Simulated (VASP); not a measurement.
Wanted: the native input for a VASP 6.6.1 run.

```yaml
Task: relaxation of cell and atoms
Functional: PBEsol
Potentials_or_basis: VASP PAW PBE potentials, release 64 (Rh_pv)
Cutoff: 600 eV
k_mesh: 7 × 7 × 7
Occupations: fermi-dirac, width 0.1 eV
Spin: no spin polarisation
Dipole_correction: no
Further_INCAR_settings: ALGO = Normal; EDIFF = 1e-06; IBRION = 2; EDIFFG = -0.02; NSW = 60; ISIF = 3
```

The structure of Rh lies in POSCAR:

```
Rh
1.0
    3.8000000000      0.0000000000      0.0000000000
    0.0000000000      3.8000000000      0.0000000000
    0.0000000000      0.0000000000      3.8000000000
Rh
4
Direct
    0.0000000000      0.0000000000      0.0000000000
    0.0000000000      0.5000000000      0.5000000000
    0.5000000000      0.0000000000      0.5000000000
    0.5000000000      0.5000000000      0.0000000000
```

These files were run (other wordings do the same):

INCAR

```
PREC = Accurate
ENCUT = 600
EDIFF = 1E-6
ISMEAR = -1
SIGMA = 0.1
LREAL = F
LASPH = T
NELM = 60
ALGO = Normal
ISIF = 3
LWAVE = F
LCHARG = F
GGA = PS
IBRION = 2
NSW = 60
EDIFFG = -0.02
```

KPOINTS

```
Automatic mesh
0
Gamma
  7 7 7
```

Potentials or basis: VASP PAW PBE potentials, release 64 (Rh_pv).

Launch:

```bash
$ cat potpaw_PBE.64/Rh_pv/POTCAR > POTCAR
$ mpirun -np 1 vasp_std > vasp.out
```

It gave:

* Relaxed volume: 13.52 Å³/atom
* Relaxed cell: a = 3.781 Å, b = 3.781 Å, c = 3.781 Å, α = 90.00°, β = 90.00°, γ = 90.00°
* Space group after relaxing (to 0.1 Å): Fm-3m (No. 225)
* Energy gained by relaxing: 2.7 meV/atom
* Ionic steps: 3
* Pressure after relaxing: -0.1 GPa
* Band gap on the k mesh: zero (bands 30 and 31 overlap by 2.00 eV)

Caveat: the PAW data sets were made with another functional, which shifts forces and pressure a little.

Run time: 2.4 min on 1 thread of Intel Xeon 8259CL, on a shared host, peak memory 0.19 GiB.
